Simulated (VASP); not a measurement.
# SmAgTe2 (P6/mmm) in VASP: a series of runs

The runs below take SmAgTe2 through single point, relaxation of cell and atoms, with PBE.

All numbers are computed with VASP 6.6.1; they aren't measurements. Logs are shortened: lines on timing, memory, paths and dates and some standing lists are left out, and cuts for length are marked.

### 1 The cell of the first run

The structure is hexagonal, space group P6/mmm (No. 191). Conventional cell: a = 4.111 Å, b = 4.111 Å, c = 8.223 Å, α = 90.00°, β = 90.00°, γ = 120.00°. Within 3.1 Å of Sm (site symmetry 6/mmm) lie 2 Te at 2.33 Å. Within 2.4 Å of Ag (site symmetry 6/mmm) lie 2 Te at 1.78 Å. Te (site symmetry 6mm) has 1 Ag at 1.78 Å and 1 Sm at 2.33 Å within 2.4 Å.

The cell was generated, and may not be a known phase.

### 2 Single point, PBE

File INCAR:

```
SYSTEM = SmAgTe2
PREC     = Accurate       ! precision mode
ENCUT    = 500            ! plane-wave cutoff, eV
EDIFF    = 1E-6           ! SCF threshold, eV
ISMEAR   = 0              ! smearing method
SIGMA    = 0.1            ! smearing width, eV
LREAL    = .FALSE.        ! projectors in reciprocal space
LASPH    = .TRUE.         ! aspherical terms in the spheres
NELM     = 200            ! most SCF steps
ALGO     = Normal         ! electronic algorithm
ISIF     = 2              ! what is computed and relaxed
LWAVE    = .FALSE.        ! write WAVECAR
LCHARG   = .TRUE.         ! write CHGCAR
GGA      = PE             ! functional
LELF     = .TRUE.         ! ELF
LVHAR    = .TRUE.       
NBANDS   = 25             ! bands
GGA_COMPAT= .FALSE.      
LMAXMIX  = 6              ! l up to which the mixer works
```

File KPOINTS:

```
Automatic mesh
0
G
  6 6 2
  0 0 0
```

File POSCAR:

```
SmAgTe2
1.0
    4.1109439100      0.0000000000      0.0000000000
   -2.0554719500      3.5601818600      0.0000000000
    0.0000000000      0.0000000000      8.2234695200
Sm Ag Te
1 1 2
Direct
    0.0000000000      0.0000000000      0.5000000000
    0.0000000000      0.0000000000      0.0000000000
    0.0000000000      0.0000000000      0.7830652400
    0.0000000000      0.0000000000      0.2169347600
```

Potentials or basis: VASP PAW PBE potentials, release 64 (Sm_3, Ag, Te), 4f in core.

Command:

```console
> cat potpaw_PBE.64/Sm_3/POTCAR potpaw_PBE.64/Ag/POTCAR potpaw_PBE.64/Te/POTCAR > POTCAR
> mpirun -np 1 vasp_std > vasp.out
```

OUTCAR:

```text
SYSTEM = SmAgTe2
   PREC = Accurate
   ENCUT = 500
   EDIFF = 1E-6
   ISMEAR = 0
   LREAL = .FALSE.
   LASPH = .TRUE.
   NELM = 200
   ISIF = 2
   GGA = PE

 ion  position               nearest neighbor table
   1  0.000  0.000  0.500-   3 2.33   4 2.33
   2  0.000  0.000  0.000-   3 1.78   4 1.78
   3  0.000  0.000  0.783-   2 1.78   1 2.33   4 3.57
   4  0.000  0.000  0.217-   2 1.78   1 2.33   3 3.57

 -----------------------------------------------------------------------------
|                                                                             |
|           W    W    AA    RRRRR   N    N  II  N    N   GGGG   !!!           |
|           W    W   A  A   R    R  NN   N  II  NN   N  G    G  !!!           |
|           W    W  A    A  R    R  N N  N  II  N N  N  G       !!!           |
|           W WW W  AAAAAA  RRRRR   N  N N  II  N  N N  G  GGG   !            |
|           WW  WW  A    A  R   R   N   NN  II  N   NN  G    G                |
|           W    W  A    A  R    R  N    N  II  N    N   GGGG   !!!           |
|                                                                             |
|     The distance between some ions is very small. Please check the          |
|     nearest-neighbor list in the OUTCAR file.                               |
|     I HOPE YOU KNOW WHAT YOU ARE DOING!                                     |
|                                                                             |
 -----------------------------------------------------------------------------

  LATTYP: Found a hexagonal cell.
 ALAT       =     4.1109439100
 C/A-ratio  =     2.0003847535

  Lattice vectors:

 A1 = (   4.1109439100,   0.0000000000,   0.0000000000)
 A2 = (  -2.0554719500,   3.5601818600,   0.0000000000)
 A3 = (   0.0000000000,   0.0000000000,   8.2234695200)

Analysis of symmetry for initial positions (statically):
=====================================================================
 Subroutine PRICEL returns:
 Original cell was already a primitive cell.

 Routine SETGRP: Setting up the symmetry group for a
 hexagonal supercell.

 Subroutine GETGRP returns: Found 24 space group operations
 (whereof 24 operations were pure point group operations)
 out of a pool of 24 trial point group operations.

The static configuration has the point symmetry D_6h.

Analysis of symmetry for dynamics (positions and initial velocities):
=====================================================================
 Subroutine PRICEL returns:
 Original cell was already a primitive cell.

 Routine SETGRP: Setting up the symmetry group for a
 hexagonal supercell.

 Subroutine GETGRP returns: Found 24 space group operations
 (whereof 24 operations were pure point group operations)
 out of a pool of 24 trial point group operations.

The dynamic configuration has the point symmetry D_6h.

 Subroutine INISYM returns: Found 24 space group operations
 (whereof 24 operations are pure point group operations),
 and found     1 'primitive' translations

----------------------------------------------------------------------------------------

                                     Primitive cell

  volume of cell :     120.3563

  direct lattice vectors                    reciprocal lattice vectors
     4.110943910  0.000000000  0.000000000     0.243253136  0.140442263  0.000000000
    -2.055471950  3.560181860  0.000000000     0.000000000  0.280884528  0.000000000
     0.000000000  0.000000000  8.223469520     0.000000000  0.000000000  0.121603175

  length of vectors
     4.110943910  4.110943908  8.223469520     0.280884527  0.280884528  0.121603175

  position of ions in fractional coordinates (direct lattice)
     0.000000000  0.000000000  0.500000000
     0.000000000  0.000000000  0.000000000
     0.000000000  0.000000000  0.783065240
     0.000000000  0.000000000  0.216934760

  ion indices of the primitive-cell ions
   primitive index   ion index
                 1           1
                 2           2
                 3           3
                 4           4

[... 48 lines left out ...]
     AMIX     =   0.40;   BMIX     =  1.00
     AMIX_MAG =   1.60;   BMIX_MAG =  1.00
  volume/ion in A,a.u.               =      30.09       203.05
  Fermi-wavevector in a.u.,A,eV,Ry     =   1.074183  2.029911 15.699337  1.153869
  Thomas-Fermi vector in A             =   2.210004
   LORBIT       =      0    0 simple, 1 ext, 2 COOP (PROOUT), +10 PAW based schemes
   GGA     = PE    functional components
   LHFCALC =     F    Hartree Fock is set to
   AEXX    =    0.0000 exact exchange contribution
   IVDW    =     0    specifies the selected vdW correction
   LEPSILON=     F    determine dielectric tensor
   LRPA    =     F    only Hartree local field effects (RPA)
 non-spin polarized calculation
 Gauss-broadening in eV      SIGMA  =   0.10
  energy-cutoff  :      500.00
  volume of cell :      120.36
 maximum number of plane-waves:      3079
 NGX is ok and might be reduce to    30
   NGX = 15   NGY = 15   NGZ = 29

 number of electron      33.9999999 magnetization

 Free energy of the ion-electron system (eV)
  ---------------------------------------------------
  ext. energy  EPLUGINS =         0.00000000
  ---------------------------------------------------
  free energy    TOTEN  =        10.84538224 eV

  energy without entropy =       10.86362256  energy(sigma->0) =       10.85450240

 E-fermi :   5.5971     XC(G=0):  -9.2460

 val. band max:        5.5211709902   @ k =   0.1667  -0.0000   0.5000
 cond. band min:       5.6036429128   @ k =   0.3333   0.1667   0.0000
 fundamental gap:      0.0824719225
 Fermi energy:         5.5970723524

 k-point     1 :       0.0000    0.0000    0.0000
  band No.  band energies     occupation
      1     -35.6161      2.00000
      2     -16.5675      2.00000
      3     -14.8760      2.00000
      4     -14.8760      2.00000
      5      -9.9909      2.00000
      6      -5.4409      2.00000
[... 17 lines left out ...]
     24      11.4308      0.00000
     25      11.8548      0.00000

 k-point     2 :       0.1667   -0.0000    0.0000
  band No.  band energies     occupation
      1     -35.6132      2.00000
      2     -16.5582      2.00000
      3     -14.9276      2.00000
      4     -14.8884      2.00000
      5      -9.9464      2.00000
      6      -5.4014      2.00000
[... 17 lines left out ...]
     24      11.0031      0.00000
     25      11.7970      0.00000
[... 306 lines left out ...]
     24      10.9388      0.00000
     25      11.5454      0.00000

 k-point    14 :       0.3333    0.3333    0.5000
  band No.  band energies     occupation
      1     -35.6030      2.00000
      2     -16.5264      2.00000
      3     -15.0187      2.00000
      4     -15.0187      2.00000
      5      -9.6044      2.00000
      6      -6.1039      2.00000
[... 17 lines left out ...]
     24      11.8734      0.00000
     25      12.3178      0.00000

------------------------ aborting loop because EDIFF is reached ----------------------------------------

  FORCE on cell =-STRESS in cart. coord.  units (eV):
  Direction    XX          YY          ZZ          XY          YZ          ZX
  --------------------------------------------------------------------------------------
  -------------------------------------------------------------------------------------
  Total        0.4786962      0.4786962    190.4017910      0.0000000      0.0000000     -0.0000000
  in kB        6.3723816      6.3723816   2534.6196081      0.0000000      0.0000000     -0.0000000
  external PRESSURE =     849.1214571 kB  Pullay stress =       0.0000000 kB

 VOLUME and BASIS-vectors are now :
 -----------------------------------------------------------------------------
  energy-cutoff  :      500.00
  volume of cell :      120.36
      direct lattice vectors                 reciprocal lattice vectors
     4.110943910  0.000000000  0.000000000     0.243253136  0.140442263  0.000000000
    -2.055471950  3.560181860  0.000000000     0.000000000  0.280884528  0.000000000
     0.000000000  0.000000000  8.223469520     0.000000000  0.000000000  0.121603175

 POSITION                                       TOTAL-FORCE (eV/Angst)
 -----------------------------------------------------------------------------------
      0.00000      0.00000      4.11173        -0.000000      0.000000      0.000000
      0.00000      0.00000      0.00000        -0.000000      0.000000      0.000000
      0.00000      0.00000      6.43951        -0.000000      0.000000    -30.401313
      0.00000      0.00000      1.78396         0.000000     -0.000000     30.401313
 -----------------------------------------------------------------------------------
    total drift:                                0.000000      0.000000      0.000000

  FREE ENERGIE OF THE ION-ELECTRON SYSTEM (eV)
  ---------------------------------------------------
  free  energy   TOTEN  =        10.8453822363 eV

  energy  without entropy=       10.8636225588  energy(sigma->0) =       10.85450240
```

Run time: 58 s. Hardware: 1 thread of Intel Xeon Platinum 8259CL at 2.50GHz (Skylake/Cascade Lake), shared host; peak memory 0.24 GiB.

What came out:

```
Free energy            : 10.8454 eV
Pressure               : 84.9 GPa
Largest force          : 30.401 eV/Å
Band gap on the k mesh : zero (bands 17 and 18 overlap by 1.08 eV)
```

Forces on the atoms (eV/Å):
```
Sm    0.000   0.000   0.000
Ag    0.000   0.000   0.000
Te    0.000   0.000 -30.401
Te    0.000   0.000  30.401
```

Caveat: the k points lie up to 0.38 Å⁻¹ apart, too coarse for converged energies and pressures of a metal; atoms lie so close that the PAW spheres overlap strongly, which falsifies energies and pressures; spin-orbit coupling is left out, which moves the levels of the heavy elements; the 4f electrons are frozen in the core, so they carry no moment and show no levels; forces of over 1 eV/Å act on the atoms, so gaps and moduli don't describe the material at rest. Spin polarisation is off, so any magnetic state and its effect on volume and gap are missing.

### 3 Single point, PBE

This run uses another cell than the first one, of 32.96 Å³/atom.

File INCAR:

```
PREC = Accurate ; ENCUT = 500
EDIFF = 1E-6 ; ISMEAR = 0
SIGMA = 0.1 ; LREAL = False
LASPH = True ; NELM = 200
ALGO = Normal ; ISIF = 2
LWAVE = False ; LCHARG = True
GGA = PE ; LELF = True
LVHAR = True ; NBANDS = 25
GGA_COMPAT = False ; LMAXMIX = 6
```

File KPOINTS:

```
Automatic mesh
0
Gamma
  6 6 2
```

File POSCAR:

```
SmAgTe2
1.0
    3.6697790568     -0.0000000026      0.0000000000
   -1.8348895261      3.1781218907      0.0000000000
    0.0000000000      0.0000000000     11.3025500494
Sm Ag Te
1 1 2
Direct
    0.0000000000      0.0000000000      0.5000000000
    0.0000000000      0.0000000000      0.0000000000
    0.0000000000      0.0000000000      0.7667709098
    0.0000000000      0.0000000000      0.2332290902
```

Potentials or basis: VASP PAW PBE potentials, release 64 (Sm_3, Ag, Te), 4f in core.

Command:

```console
> cat potpaw_PBE.64/Sm_3/POTCAR potpaw_PBE.64/Ag/POTCAR potpaw_PBE.64/Te/POTCAR > POTCAR
> mpirun -np 1 vasp_std > vasp.out
```

Run time: 54 s. Hardware: 1 thread of Intel Xeon Platinum 8259CL at 2.50GHz (Skylake/Cascade Lake), shared host; peak memory 0.26 GiB.

The run converged. Its results:

| Item | Value |
| --- | --- |
| Free energy | -13.2475 eV |
| Pressure | 0.2 GPa |
| Largest force | 0.021 eV/Å |
| Band gap on the k mesh | zero (bands 17 and 18 overlap by 1.49 eV) |

Forces in eV/Å, atoms in the order of the input:
```
Sm   0.000  0.000  0.000
Ag   0.000  0.000  0.000
Te   0.000  0.000  0.021
Te   0.000  0.000 -0.021
```

Stress tensor (GPa, compression positive):
```
0.09 0.00 0.00
0.00 0.09 0.00
0.00 0.00 0.42
```

Levels at points of the mesh, in eV from the Fermi level:
| k point | band 14 | band 15 | band 16 | band 17 | band 18 | band 19 | band 20 | band 21 |
| --- | --- | --- | --- | --- | --- | --- | --- | --- |
| (0.00, 0.00, 0.00) | -2.33 | 0.37 | 1.34 | 1.34 | 1.41 | 1.41 | 1.80 | 1.80 |
| (0.50, 0.00, 0.00) | -2.15 | -1.82 | -0.93 | -0.02 | 0.01 | 0.54 | 1.15 | 2.55 |
| (0.00, 0.00, 0.50) | -2.05 | 1.14 | 1.14 | 1.19 | 1.66 | 1.66 | 1.80 | 1.80 |
| (0.50, 0.00, 0.50) | -2.81 | -1.61 | -0.92 | -0.24 | 0.03 | 0.27 | 2.29 | 2.45 |

Caveat: spin-orbit coupling is left out, which moves the levels of the heavy elements; the 4f electrons are frozen in the core, so they carry no moment and show no levels.

### 4 Single point, PBE

This run uses another cell than the first one, of 33.36 Å³/atom.

File INCAR:

```
ALGO = Normal
EDIFF = 1E-6
ENCUT = 500
GGA = PE
GGA_COMPAT = F
ISIF = 2
ISMEAR = 0
LASPH = T
LCHARG = T
LELF = T
LMAXMIX = 6
LREAL = F
LVHAR = T
LWAVE = F
NBANDS = 25
NELM = 200
PREC = Accurate
SIGMA = 0.1
```

File KPOINTS:

```
k-points
0
Gamma
  12 12 4
```

File POSCAR:

```
SmAgTe2
1.0
    3.6998652030      0.0000000000      0.0000000000
   -1.8499326015      3.2041772564      0.0000000000
    0.0000000000      0.0000000000     11.2572420281
Sm Ag Te
1 1 2
Direct
    0.0000000000      0.0000000000      0.5000000000
    0.0000000000      0.0000000000      0.0000000000
    0.0000000000      0.0000000000      0.7658661440
    0.0000000000      0.0000000000      0.2341338560
```

Command:

```console
> cat potpaw_PBE.64/Sm_3/POTCAR potpaw_PBE.64/Ag/POTCAR potpaw_PBE.64/Te/POTCAR > POTCAR
> mpirun -np 1 vasp_std > vasp.out
```

Wall time 4 min (1 thread of Intel Xeon Platinum 8259CL at 2.50GHz (Skylake/Cascade Lake), shared host); peak memory 0.37 GiB.

The run converged. Its results:

* Free energy: -13.2677 eV
* Pressure: 0.1 GPa
* Largest force: 0.030 eV/Å
* Band gap on the k mesh: zero (bands 17 and 18 overlap by 1.55 eV)

Forces in eV/Å, atoms in the order of the input:
```
Sm   0.000  0.000  0.000
Ag   0.000  0.000  0.000
Te   0.000  0.000  0.030
Te   0.000  0.000 -0.030
```

Levels at points of the mesh, in eV from the Fermi level:
| k point | band 14 | band 15 | band 16 | band 17 | band 18 | band 19 | band 20 | band 21 |
| --- | --- | --- | --- | --- | --- | --- | --- | --- |
| (0.00, 0.00, 0.00) | -2.46 | 0.34 | 1.14 | 1.14 | 1.24 | 1.24 | 1.59 | 1.59 |
| (0.50, 0.00, 0.00) | -2.26 | -1.88 | -1.08 | -0.13 | -0.13 | 0.48 | 1.08 | 2.45 |
| (0.00, 0.00, 0.50) | -2.18 | 0.94 | 0.94 | 1.18 | 1.49 | 1.49 | 1.59 | 1.59 |
| (0.50, 0.00, 0.50) | -2.91 | -1.70 | -1.06 | -0.37 | -0.03 | 0.16 | 2.27 | 2.28 |

Caveat: spin-orbit coupling is left out, which moves the levels of the heavy elements; the 4f electrons are frozen in the core, so they carry no moment and show no levels.

### 5 Relaxation of cell and atoms, PBE

This run uses another cell than the first one, of 32.96 Å³/atom.

File INCAR:

```
SYSTEM = SmAgTe2
ALGO     = Normal         ! electronic algorithm
EDIFF    = 1E-7           ! SCF threshold, eV
EDIFFG   = -0.01          ! ionic threshold
ENCUT    = 500            ! plane-wave cutoff, eV
GGA      = PE             ! functional
GGA_COMPAT= .FALSE.      
IBRION   = 2              ! ionic algorithm
ISIF     = 3              ! what is computed and relaxed
ISMEAR   = 0              ! smearing method
LASPH    = .TRUE.         ! aspherical terms in the spheres
LCHARG   = .FALSE.        ! write CHGCAR
LMAXMIX  = 6              ! l up to which the mixer works
LREAL    = .FALSE.        ! projectors in reciprocal space
LWAVE    = .FALSE.        ! write WAVECAR
NELM     = 200            ! most SCF steps
NELMIN   = 4            
NSW      = 100            ! ionic steps
PREC     = Accurate       ! precision mode
SIGMA    = 0.1            ! smearing width, eV
```

File KPOINTS:

```
k-points
0
G
  12 12 4
  0 0 0
```

File POSCAR:

```
SmAgTe2
1.0
    3.6697790568      0.0000000000      0.0000000000
   -1.8348895284      3.1781218894      0.0000000000
    0.0000000000      0.0000000000     11.3025500494
Sm Ag Te
1 1 2
Direct
    0.0000000000      0.0000000000      0.5000000000
    0.0000000000      0.0000000000      0.0000000000
    0.0000000000      0.0000000000      0.7667709098
    0.0000000000      0.0000000000      0.2332290902
```

Command:

```console
> cat potpaw_PBE.64/Sm_3/POTCAR potpaw_PBE.64/Ag/POTCAR potpaw_PBE.64/Te/POTCAR > POTCAR
> mpirun -np 1 vasp_std > vasp.out
```

Wall time 11 min (1 thread of Intel Xeon Platinum 8259CL at 2.50GHz (Skylake/Cascade Lake), shared host); peak memory 0.38 GiB.

The run converged. Its results:

- Free energy: -13.2678 eV
- Relaxed volume: 33.44 Å³/atom
- Relaxed cell: a = 3.704 Å, b = 3.704 Å, c = 11.261 Å, α = 90.00°, β = 90.00°, γ = 120.00°
- Space group after relaxing (to 0.1 Å): P6/mmm (No. 191)
- Energy gained by relaxing: 1.0 meV/atom
- Ionic steps: 4
- Pressure after relaxing: 0.0 GPa
- Largest force after relaxing: 0.003 eV/Å
- Band gap on the k mesh: zero (bands 17 and 18 overlap by 1.56 eV)

Forces on the atoms (eV/Å):
```
Sm   0.000  0.000  0.000
Ag   0.000  0.000  0.000
Te   0.000  0.000 -0.003
Te   0.000  0.000  0.003
```

Step by step:
```
step  energy change (eV)  largest force (eV/Å)  pressure (GPa)  volume (Å³)
   1              0.0000                0.0579            0.12       131.82
   2             -0.0026                0.0457            0.27       132.29
   3             -0.0027                0.0415            0.31       132.42
   4             -0.0041                0.0035            0.02       133.77
```

Final structure:
```
CELL_PARAMETERS angstrom
3.70353 0.00000 0.00000
-1.85176 3.20735 0.00000
0.00000 0.00000 11.26147
ATOMIC_POSITIONS crystal
Sm 0.00000 0.00000 0.50000
Ag 0.00000 0.00000 0.00000
Te 0.00000 0.00000 0.76615
Te 0.00000 0.00000 0.23385
```

Levels at points of the mesh, in eV from the Fermi level:
```tsv
k point	band 14	band 15	band 16	band 17	band 18	band 19	band 20	band 21
(0.00, 0.00, 0.00)	-2.46	0.35	1.13	1.13	1.24	1.24	1.59	1.59
(0.50, 0.00, 0.00)	-2.26	-1.88	-1.07	-0.13	-0.13	0.49	1.09	2.45
(0.00, 0.00, 0.50)	-2.18	0.94	0.94	1.20	1.48	1.48	1.59	1.59
(0.50, 0.00, 0.50)	-2.91	-1.70	-1.06	-0.37	-0.03	0.16	2.27	2.28
```

Caveat: spin-orbit coupling is left out, which moves the levels of the heavy elements; the 4f electrons are frozen in the core, so they carry no moment and show no levels. Spin polarisation is off, so any magnetic state and its effect on volume and gap are missing.

### 6 The runs side by side

| task | cell | k mesh | gap on the mesh (eV) | pressure (GPa) | largest force (eV/Å) |
| --- | --- | --- | --- | --- | --- |
| single point | a = 4.111, b = 4.111, c = 8.223 Å, angles 90.0, 90.0, 120.0°, 4 atoms, atomic positions A | 6 × 6 × 2 | none | 84.9 | 30.40 |
| single point | a = 3.670, b = 3.670, c = 11.303 Å, angles 90.0, 90.0, 120.0°, 4 atoms, atomic positions B | 6 × 6 × 2 | none | 0.2 | 0.02 |
| single point | a = 3.700, b = 3.700, c = 11.257 Å, angles 90.0, 90.0, 120.0°, 4 atoms, atomic positions C | 12 × 12 × 4 | none | 0.1 | 0.03 |
| relaxation of cell and atoms | relaxed from a = 3.670, b = 3.670, c = 11.303 Å, angles 90.0, 90.0, 120.0°, 4 atoms, atomic positions B | 12 × 12 × 4 | none | 0.0 | - |

Alike in all rows: level PBE; potentials or basis VASP PAW PBE potentials, release 64 (Sm_3, Ag, Te), 4f in core; no spin polarisation; cutoff (eV) 500; smearing gaussian 0.1 eV.

Caveats: some runs use coarse meshes; spin-orbit coupling is left out, which moves the levels of the heavy elements; the 4f electrons are frozen in the core, so they carry no moment and show no levels; atoms lie so close that the PAW spheres overlap strongly, which falsifies energies and pressures (at least some runs); forces of over 1 eV/Å act on the atoms, so gaps and moduli don't describe the material at rest (at least some runs).

Total energies depend on the potentials used, so only differences within one code and one set of settings carry meaning.

The gap in the log of VASP goes by the Fermi energy; the results here count the filled bands.